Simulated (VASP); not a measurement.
# W: relaxation of cell and atoms with PBE

The system is W.

```
W
1.0
     5.39357    0.00000    0.00000
    -2.69679    4.67097    0.00000
     0.00000    0.00000    2.65495
W
4
Direct
  0.00000 0.00000 0.00000
  0.00000 0.50000 0.50000
  0.50000 0.00000 0.50000
  0.50000 0.50000 0.50000
```

The cell was generated, and may not be a known phase.

```
Program                : VASP 6.6.1
Task                   : relaxation of cell and atoms
Functional             : PBE
Potentials or basis    : VASP PAW PBE potentials, release 64 (W_sv)
Cutoff                 : 600 eV
k mesh                 : 12 × 12 × 18
Occupations            : gaussian, width 0.1 eV
Spin                   : no spin polarisation
Dipole correction      : no
Further INCAR settings : ALGO = Fast; EDIFF = 1e-07; IBRION = 2; EDIFFG = -0.01; NSW = 100; ISIF = 3
```

| Quantity | Value |
| --- | --- |
| Relaxed volume | 16.77 Å³/atom |
| Relaxed cell | a = 5.385 Å, b = 5.385 Å, c = 2.672 Å, α = 90.00°, β = 90.00°, γ = 120.00° |
| Space group after relaxing (to 0.1 Å) | P6/mmm (No. 191) |
| Energy gained by relaxing | 1.0 meV/atom |
| Ionic steps | 5 |
| Pressure after relaxing | 0.0 GPa |
| Band gap on the k mesh | zero (bands 28 and 29 overlap by 1.20 eV) |

Step by step:
| step | energy change (eV) | largest force (eV/Å) | pressure (GPa) | volume (Å³) |
| --- | --- | --- | --- | --- |
| 1 | 0.0000 | 0.0000 | 0.87 | 66.89 |
| 2 | 0.0050 | 0.0000 | -2.64 | 67.76 |
| 3 | -0.0037 | 0.0000 | -0.55 | 67.23 |
| 4 | -0.0027 | 0.0000 | 1.04 | 66.84 |
| 5 | -0.0040 | 0.0000 | 0.00 | 67.09 |

Final structure:
```
W
1.0
     5.38486    0.00000    0.00000
    -2.69243    4.66342    0.00000
     0.00000    0.00000    2.67182
W
4
Direct
  0.00000 0.00000 0.00000
  0.00000 0.50000 0.50000
  0.50000 0.00000 0.50000
  0.50000 0.50000 0.50000
```

Levels at points of the mesh, in eV from the Fermi level:
| k point | band 24 | band 25 | band 26 | band 27 | band 28 | band 29 | band 30 | band 31 | band 32 | band 33 |
| --- | --- | --- | --- | --- | --- | --- | --- | --- | --- | --- |
| (0.00, 0.00, 0.00) | -1.98 | -0.32 | -0.32 | 0.15 | 0.18 | 0.18 | 0.20 | 0.35 | 0.35 | 3.86 |
| (0.50, 0.00, 0.00) | -2.43 | -2.24 | -2.08 | -2.00 | -1.87 | 0.91 | 1.07 | 1.37 | 1.81 | 2.05 |
| (0.00, 0.00, 0.50) | -2.89 | -2.89 | -2.79 | -0.50 | -0.50 | -0.11 | 0.98 | 0.98 | 2.20 | 2.20 |
| (0.50, 0.00, 0.50) | -3.13 | -1.59 | -1.10 | -0.54 | -0.16 | 0.24 | 0.54 | 1.87 | 2.36 | 3.47 |

It took 29 min on 1 thread of Intel(R) Xeon(R) Platinum 8259CL CPU @ 2.50GHz (Skylake/Cascade Lake), on a shared host, peak memory 0.51 GiB.

Caveat: spin-orbit coupling is left out, which moves the levels of the heavy elements.
